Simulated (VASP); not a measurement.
# NaScTe2 (P4/mmm) in VASP: a series of runs, part 2 of 2

VASP 6.6.1. Earlier steps stand in the parts before.

### Step 3. Single point, PBE (volume changed by +3%)

The input, INCAR:

```
PREC = Accurate
ENCUT = 520
EDIFF = 1E-7
ISMEAR = -1
SIGMA = 0.02
LREAL = F
LASPH = T
NELM = 80
ALGO = Normal
ISIF = 2
LWAVE = F
LCHARG = T
GGA = PE
LELF = T
LVHAR = T
NBANDS = 23
```

The input, KPOINTS:

```
Automatic mesh
0
Gamma
  6 6 4
```

The input, POSCAR:

```
NaScTe2
1.0
    4.3623309909      0.0000000000      0.0000000000
    0.0000000000      4.3623309909      0.0000000000
    0.0000000000      0.0000000000      5.9859994875
Na Te Sc
1 2 1
Direct
    0.0000000000      0.0000000000      0.0000000000
    0.0000000000      0.0000000000      0.5000000000
    0.5000000000      0.5000000000      0.0000000000
    0.5000000000      0.5000000000      0.5000000000
```

Potentials or basis: VASP PAW PBE potentials, release 64 (Na_pv, Te, Sc_sv).

Launch:

```sh
> cat potpaw_PBE.64/Na_pv/POTCAR potpaw_PBE.64/Te/POTCAR potpaw_PBE.64/Sc_sv/POTCAR > POTCAR
> mpirun -np 1 vasp_std > vasp.out
```

OUTCAR:

```text
PREC = Accurate
   ENCUT = 520
   EDIFF = 1E-7
   ISMEAR = -1
   LREAL = F
   LASPH = T
   NELM = 80
   ISIF = 2
   GGA = PE

 ion  position               nearest neighbor table
   1  0.000  0.000  0.000-   2 2.99   2 2.99   3 3.08   3 3.08   3 3.08   3 3.08
   2  0.000  0.000  0.500-   1 2.99   1 2.99   4 3.08   4 3.08   4 3.08   4 3.08
   3  0.500  0.500  0.000-   4 2.99   4 2.99   1 3.08   1 3.08   1 3.08   1 3.08
   4  0.500  0.500  0.500-   3 2.99   3 2.99   2 3.08   2 3.08   2 3.08   2 3.08

  LATTYP: Found a simple tetragonal cell.
 ALAT       =     4.3623309909
 C/A-ratio  =     1.3722020406

  Lattice vectors:

 A1 = (   4.3623309909,   0.0000000000,   0.0000000000)
 A2 = (   0.0000000000,   4.3623309909,   0.0000000000)
 A3 = (   0.0000000000,   0.0000000000,   5.9859994875)

Analysis of symmetry for initial positions (statically):
=====================================================================
 Subroutine PRICEL returns:
 Original cell was already a primitive cell.

 Routine SETGRP: Setting up the symmetry group for a
 simple tetragonal supercell.

[... 167 lines left out ...]
  energy without entropy =      -17.82018678  energy(sigma->0) =      -17.82071604

 E-fermi :   4.0707     XC(G=0):  -9.0125

 val. band max:        4.0588132856   @ k =   0.0000   0.0000   0.5000
 cond. band min:       4.0975845066   @ k =   0.0000   0.0000   0.0000
 fundamental gap:      0.0387712210
 Fermi energy:         4.0707009863

 k-point     1 :       0.0000    0.0000    0.0000
  band No.  band energies     occupation
      1     -46.6111      2.00000
      2     -25.2272      2.00000
      3     -25.2272      2.00000
      4     -25.1142      2.00000
      5     -18.9694      2.00000
      6     -18.9404      2.00000
[... 613 lines left out ...]
     22       8.0172      0.00000
     23       9.4053      0.00000

 [... further k-points ...]

------------------------ aborting loop because EDIFF is reached ----------------------------------------

  FORCE on cell =-STRESS in cart. coord.  units (eV):
  Direction    XX          YY          ZZ          XY          YZ          ZX
  --------------------------------------------------------------------------------------
  -------------------------------------------------------------------------------------
  Total       -0.7581742     -0.7581742     -0.9772504      0.0000000     -0.0000000      0.0000000
  in kB      -10.6636451    -10.6636451    -13.7449298      0.0000000     -0.0000000      0.0000000
  external PRESSURE =     -11.6907400 kB  Pullay stress =       0.0000000 kB

 VOLUME and BASIS-vectors are now :
 -----------------------------------------------------------------------------
  energy-cutoff  :      520.00
  volume of cell :      113.91
      direct lattice vectors                 reciprocal lattice vectors
     4.362330991  0.000000000  0.000000000     0.229235242  0.000000000  0.000000000
     0.000000000  4.362330991  0.000000000     0.000000000  0.229235242  0.000000000
     0.000000000  0.000000000  5.985999487     0.000000000  0.000000000  0.167056479

 POSITION                                       TOTAL-FORCE (eV/Angst)
 -----------------------------------------------------------------------------------
      0.00000      0.00000      0.00000         0.000000      0.000000      0.000000
      0.00000      0.00000      2.99300         0.000000      0.000000      0.000000
      2.18117      2.18117      0.00000         0.000000      0.000000      0.000000
      2.18117      2.18117      2.99300         0.000000      0.000000      0.000000
 -----------------------------------------------------------------------------------
    total drift:                                0.000000      0.000000     -0.000000

  FREE ENERGIE OF THE ION-ELECTRON SYSTEM (eV)
  ---------------------------------------------------
  free  energy   TOTEN  =       -17.8212453078 eV

  energy  without entropy=      -17.8201867814  energy(sigma->0) =      -17.82071604
```

OSZICAR:

```text
N       E                     dE             d eps       ncg     rms          rms(c)
DAV:   1     0.295904770634E+03    0.29590E+03   -0.13587E+04  1412   0.120E+03
DAV:   2     0.241391820510E+01   -0.29349E+03   -0.28485E+03  1396   0.380E+02
DAV:   3    -0.197610703930E+02   -0.22175E+02   -0.21405E+02  2044   0.105E+02
DAV:   4    -0.206065552288E+02   -0.84548E+00   -0.84400E+00  1926   0.213E+01
DAV:   5    -0.206326321368E+02   -0.26077E-01   -0.26074E-01  1912   0.343E+00    0.726E+00
DAV:   6    -0.178363005679E+02    0.27963E+01   -0.48285E+00  1956   0.189E+01    0.303E+00
DAV:   7    -0.178358796296E+02    0.42094E-03   -0.41327E-01  1931   0.335E+00    0.197E+00
DAV:   8    -0.178701358305E+02   -0.34256E-01   -0.21913E-01  1883   0.531E+00    0.137E+00
DAV:   9    -0.178452687712E+02    0.24867E-01   -0.23274E-01  1933   0.508E+00    0.924E-01
DAV:  10    -0.178208965817E+02    0.24372E-01   -0.33940E-02  1905   0.253E+00    0.152E-01
DAV:  11    -0.178212802630E+02   -0.38368E-03   -0.27892E-03  1886   0.253E-01    0.109E-01
DAV:  12    -0.178213074012E+02   -0.27138E-04   -0.55731E-04  1912   0.253E-01    0.535E-02
DAV:  13    -0.178212525315E+02    0.54870E-04   -0.93116E-05  1957   0.105E-01    0.236E-02
DAV:  14    -0.178212510920E+02    0.14395E-05   -0.37037E-05  1968   0.646E-02    0.138E-02
DAV:  15    -0.178212453385E+02    0.57535E-05   -0.93188E-06  1934   0.337E-02    0.505E-03
DAV:  16    -0.178212453078E+02    0.30756E-07   -0.58039E-07  1551   0.408E-03
   1 F= -.17821245E+02 E0= -.17820716E+02  d E =-.105853E-02
```

stdout:

```text
POSCAR found type information on POSCAR NaTeSc
 POSCAR found :  3 types and       4 ions
 scaLAPACK will be used
 LDA part: xc-table for (Slater+PW92), standard interpolation
 POSCAR, INCAR and KPOINTS ok, starting setup
 FFT: planning ... GRIDC
 FFT: planning ... GRID_SOFT
 FFT: planning ... GRID
 WAVECAR not read
 entering main loop
```

Run time: 61 s. Hardware: 1 thread of Intel Xeon Platinum 8488C (Sapphire Rapids), shared host; peak memory 0.26 GiB.

What came out:

| Quantity | Value |
| --- | --- |
| Free energy | -17.8212 eV |
| Pressure | -1.2 GPa |
| Band gap on the k mesh | zero (band 15 reaches 4.28 eV, above the bottom of band 16 at 4.04 eV) |

Stress tensor (GPa, compression positive):
```
-1.07  0.00  0.00
 0.00 -1.07  0.00
 0.00  0.00 -1.37
```

Caveat: spin-orbit coupling is left out, which moves the levels of the heavy elements.

### Step 4. Single point, PBE (volume changed by +6%)

The input, INCAR:

```
PREC = Accurate ; ENCUT = 520
EDIFF = 1E-6 ; ISMEAR = -1
SIGMA = 0.02 ; LREAL = F
LASPH = T ; NELM = 80
ALGO = Normal ; ISIF = 2
LWAVE = F ; LCHARG = F
GGA = PE ; NBANDS = 23
```

KPOINTS is that of step 3.

The input, POSCAR:

```
NaScTe2
1.0
    4.4042790546      0.0000000000      0.0000000000
    0.0000000000      4.4042790546      0.0000000000
    0.0000000000      0.0000000000      6.0435607060
Na Te Sc
1 2 1
Direct
    0.0000000000      0.0000000000      0.0000000000
    0.0000000000      0.0000000000      0.5000000000
    0.5000000000      0.5000000000      0.0000000000
    0.5000000000      0.5000000000      0.5000000000
```

Potentials or basis: VASP PAW PBE potentials, release 64 (Na_pv, Te, Sc_sv).

Launch:

```sh
> cat potpaw_PBE.64/Na_pv/POTCAR potpaw_PBE.64/Te/POTCAR potpaw_PBE.64/Sc_sv/POTCAR > POTCAR
> mpirun -np 1 vasp_std > vasp.out
```

OUTCAR:

```text
PREC = Accurate
   ENCUT = 520
   EDIFF = 1E-6
   ISMEAR = -1
   LREAL = F
   LASPH = T
   NELM = 80
   ISIF = 2
   GGA = PE

 ion  position               nearest neighbor table
   1  0.000  0.000  0.000-   2 3.02   2 3.02   3 3.11   3 3.11   3 3.11   3 3.11
   2  0.000  0.000  0.500-   1 3.02   1 3.02   4 3.11   4 3.11   4 3.11   4 3.11
   3  0.500  0.500  0.000-   4 3.02   4 3.02   1 3.11   1 3.11   1 3.11   1 3.11
   4  0.500  0.500  0.500-   3 3.02   3 3.02   2 3.11   2 3.11   2 3.11   2 3.11

  LATTYP: Found a simple tetragonal cell.
 ALAT       =     4.4042790546
 C/A-ratio  =     1.3722020406

  Lattice vectors:

 A1 = (   4.4042790546,   0.0000000000,   0.0000000000)
 A2 = (   0.0000000000,   4.4042790546,   0.0000000000)
 A3 = (   0.0000000000,   0.0000000000,   6.0435607060)

Analysis of symmetry for initial positions (statically):
=====================================================================
 Subroutine PRICEL returns:
 Original cell was already a primitive cell.

 Routine SETGRP: Setting up the symmetry group for a
 simple tetragonal supercell.

 Subroutine GETGRP returns: Found 16 space group operations
 (whereof 16 operations were pure point group operations)
 out of a pool of 16 trial point group operations.

The static configuration has the point symmetry D_4h.

Analysis of symmetry for dynamics (positions and initial velocities):
=====================================================================
 Subroutine PRICEL returns:
 Original cell was already a primitive cell.

 Routine SETGRP: Setting up the symmetry group for a
 simple tetragonal supercell.

 Subroutine GETGRP returns: Found 16 space group operations
 (whereof 16 operations were pure point group operations)
 out of a pool of 16 trial point group operations.

The dynamic configuration has the point symmetry D_4h.

 Subroutine INISYM returns: Found 16 space group operations
 (whereof 16 operations are pure point group operations),
 and found     1 'primitive' translations

----------------------------------------------------------------------------------------

                                     Primitive cell

  volume of cell :     117.2310

  direct lattice vectors                    reciprocal lattice vectors
     4.404279055  0.000000000  0.000000000     0.227051916  0.000000000  0.000000000
     0.000000000  4.404279055  0.000000000     0.000000000  0.227051916  0.000000000
     0.000000000  0.000000000  6.043560706     0.000000000  0.000000000  0.165465369

  length of vectors
     4.404279055  4.404279055  6.043560706     0.227051916  0.227051916  0.165465369

  position of ions in fractional coordinates (direct lattice)
     0.000000000  0.000000000  0.000000000
     0.000000000  0.000000000  0.500000000
     0.500000000  0.500000000  0.000000000
     0.500000000  0.500000000  0.500000000

  ion indices of the primitive-cell ions
   primitive index   ion index
                 1           1
                 2           2
                 3           3
                 4           4

----------------------------------------------------------------------------------------

 KPOINTS: Automatic mesh

Automatic generation of k-mesh.
 Grid dimensions read from file:
 generate k-points for:    6    6    4

 Generating k-lattice:

  Cartesian coordinates                     Fractional coordinates (reciprocal lattice)
     0.037841986  0.000000000  0.000000000     0.166666667  0.000000000  0.000000000
     0.000000000  0.037841986  0.000000000     0.000000000  0.166666667  0.000000000
     0.000000000  0.000000000  0.041366342     0.000000000  0.000000000  0.250000000

  Length of vectors
     0.037841986  0.037841986  0.041366342

  Shift w.r.t. Gamma in fractional coordinates (k-lattice)
     0.000000000  0.000000000  0.000000000

 Subroutine IBZKPT returns following result:
 ===========================================

 Found     30 irreducible k-points:

 Following reciprocal coordinates:
            Coordinates               Weight
  0.000000  0.000000  0.000000      1.000000
  0.166667  0.000000  0.000000      4.000000
  0.333333  0.000000  0.000000      4.000000
  0.500000  0.000000  0.000000      2.000000
  0.166667  0.166667  0.000000      4.000000
  0.333333  0.166667  0.000000      8.000000
[... 16 lines left out ...]
  0.333333  0.000000  0.500000      4.000000
  0.500000  0.000000  0.500000      2.000000
 [... further k-points ...]
   k-points           NKPTS =     30   k-points in BZ     NKDIM =     30   number of bands    NBANDS=     23
   number of dos      NEDOS =    301   number of ions     NIONS =      4
   total plane-waves  NPLWV =  62208
   dimension x,y,z NGX =    36 NGY =   36 NGZ =   48
   dimension x,y,z NGXF=    72 NGYF=   72 NGZF=   96
   ions per type =               1   2   1
   NGX,Y,Z   is equivalent  to a cutoff of  13.59, 13.59, 13.20 a.u.
   NGXF,Y,Z  is equivalent  to a cutoff of  27.18, 27.18, 26.41 a.u.
 SYSTEM =  unknown system
   PREC   = accura    normal or accurate (medium, high low for compatibility)
   ISTART =      0    job   : 0-new  1-cont  2-samecut
   ICHARG =      2    charge: 1-file 2-atom 10-const
   ISPIN  =      1    spin polarized calculation?
   LNONCOLLINEAR =      F non collinear calculations
   LSORBIT =      F    spin-orbit coupling
   LASPH  =      T    aspherical Exc in radial PAW
   ENCUT  =  520.0 eV  38.22 Ry    6.18 a.u.   8.19  8.19 11.24*2*pi/ulx,y,z
   NELM   =     80;   NELMIN=  2; NELMDL= -5     # of ELM steps
   EDIFF  = 0.1E-05   stopping-criterion for ELM
   LREAL  =      F    real-space projection
[... 7 lines left out ...]
   TEBEG  =    0.0;   TEEND  =   0.0 temperature during run
   PSTRESS=    0.0 pullay stress
   NELECT =      30.0000    total number of electrons
   NUPDOWN=      -1.0000    fix difference up-down
   EMIN   =  10.00;   EMAX   =-10.00  energy-range for DOS
   EFERMI =   0.00;   METHOD = LEGACY
   ISMEAR =    -1;   SIGMA  =   0.02  broadening in eV -4-tet -1-fermi 0-gaus
   EFERMI_NEDOS =   21; number of points for ismear=-14 and -15
   IALGO  =     38    algorithm
   IMIX   =      4    mixing-type and parameters
     AMIX     =   0.40;   BMIX     =  1.00
     AMIX_MAG =   1.60;   BMIX_MAG =  1.00
  volume/ion in A,a.u.               =      29.31       197.78
  Fermi-wavevector in a.u.,A,eV,Ry     =   1.039364  1.964113 14.698072  1.080278
  Thomas-Fermi vector in A             =   2.173891
   LORBIT       =      0    0 simple, 1 ext, 2 COOP (PROOUT), +10 PAW based schemes
   GGA     = PE    functional components
   LHFCALC =     F    Hartree Fock is set to
   AEXX    =    0.0000 exact exchange contribution
   IVDW    =     0    specifies the selected vdW correction
   LEPSILON=     F    determine dielectric tensor
   LRPA    =     F    only Hartree local field effects (RPA)
 non-spin polarized calculation
  energy-cutoff  :      520.00
  volume of cell :      117.23
 maximum number of plane-waves:      3200
 NGX is ok and might be reduce to    36
   NGX = 17   NGY = 17   NGZ = 23

 number of electron      30.0000002 magnetization

 Free energy of the ion-electron system (eV)
  ---------------------------------------------------
  ext. energy  EPLUGINS =         0.00000000
  ---------------------------------------------------
  free energy    TOTEN  =       -17.78630099 eV

  energy without entropy =      -17.78512351  energy(sigma->0) =      -17.78571225

 E-fermi :   3.8341     XC(G=0):  -8.8926

 val. band max:        3.8286752838   @ k =   0.0000   0.0000   0.0000
 cond. band min:       3.8346664920   @ k =   0.0000   0.0000   0.5000
 fundamental gap:      0.0059912082
 Fermi energy:         3.8341279666

 k-point     1 :       0.0000    0.0000    0.0000
  band No.  band energies     occupation
      1     -46.9447      2.00000
      2     -25.5567      2.00000
      3     -25.5567      2.00000
      4     -25.4371      2.00000
      5     -19.2139      2.00000
      6     -19.1872      2.00000
[... 15 lines left out ...]
     22       7.6405      0.00000
     23       8.9353      0.00000
[... 575 lines left out ...]
      1     -46.9444      2.00000
      2     -25.5651      2.00000
      3     -25.5549      2.00000
      4     -25.4364      2.00000
      5     -19.2139      2.00000
      6     -19.1922      2.00000
[... 15 lines left out ...]
     22       7.6879      0.00000
     23       9.0810      0.00000

 [... further k-points ...]

------------------------ aborting loop because EDIFF is reached ----------------------------------------

  FORCE on cell =-STRESS in cart. coord.  units (eV):
  Direction    XX          YY          ZZ          XY          YZ          ZX
  --------------------------------------------------------------------------------------
  -------------------------------------------------------------------------------------
  Total       -1.4633033     -1.4633033     -1.9202576      0.0000000     -0.0000000     -0.0000000
  in kB      -19.9987282    -19.9987282    -26.2438483      0.0000000     -0.0000000     -0.0000000
  external PRESSURE =     -22.0804349 kB  Pullay stress =       0.0000000 kB

 VOLUME and BASIS-vectors are now :
 -----------------------------------------------------------------------------
  energy-cutoff  :      520.00
  volume of cell :      117.23
      direct lattice vectors                 reciprocal lattice vectors
     4.404279055  0.000000000  0.000000000     0.227051916  0.000000000  0.000000000
     0.000000000  4.404279055  0.000000000     0.000000000  0.227051916  0.000000000
     0.000000000  0.000000000  6.043560706     0.000000000  0.000000000  0.165465369

 POSITION                                       TOTAL-FORCE (eV/Angst)
 -----------------------------------------------------------------------------------
      0.00000      0.00000      0.00000         0.000000      0.000000      0.000000
      0.00000      0.00000      3.02178         0.000000      0.000000      0.000000
      2.20214      2.20214      0.00000         0.000000      0.000000      0.000000
      2.20214      2.20214      3.02178         0.000000      0.000000      0.000000
 -----------------------------------------------------------------------------------
    total drift:                                0.000000      0.000000      0.000000

  FREE ENERGIE OF THE ION-ELECTRON SYSTEM (eV)
  ---------------------------------------------------
  free  energy   TOTEN  =       -17.7863009921 eV

  energy  without entropy=      -17.7851235090  energy(sigma->0) =      -17.78571225
```

stdout:

```text
POSCAR found type information on POSCAR NaTeSc
 POSCAR found :  3 types and       4 ions
 scaLAPACK will be used
 LDA part: xc-table for (Slater+PW92), standard interpolation
 POSCAR, INCAR and KPOINTS ok, starting setup
 FFT: planning ... GRIDC
 FFT: planning ... GRID_SOFT
 FFT: planning ... GRID
 WAVECAR not read
 entering main loop
```

Run time: 79 s. Hardware: 1 thread of Intel Xeon Platinum 8488C (Sapphire Rapids), shared host; peak memory 0.29 GiB.

Results:

```yaml
Free_energy: -17.7863 eV
Pressure: -2.2 GPa
Band_gap_on_the_k_mesh: zero (band 15 reaches 4.02 eV, above the bottom of band 16 at 3.82 eV)
```

Caveat: spin-orbit coupling is left out, which moves the levels of the heavy elements.

### Step 5. Overview

```csv
cell,gap on the mesh (eV),pressure (GPa)
"a = 4.320, b = 4.320, c = 5.927 Å, 4 atoms",none,0.1
"a = 4.362, b = 4.362, c = 5.986 Å, 4 atoms",none,-1.2
"a = 4.404, b = 4.404, c = 6.044 Å, 4 atoms",none,-2.2
```

Alike in all rows: task single point; level PBE; potentials or basis VASP PAW PBE potentials, release 64 (Na_pv, Te, Sc_sv); no spin polarisation; k mesh 6 × 6 × 4; cutoff (eV) 520; smearing fermi-dirac 0.02 eV.

Caveats: spin-orbit coupling is left out, which moves the levels of the heavy elements.

Absolute energies hang on the potentials; compare differences alone.
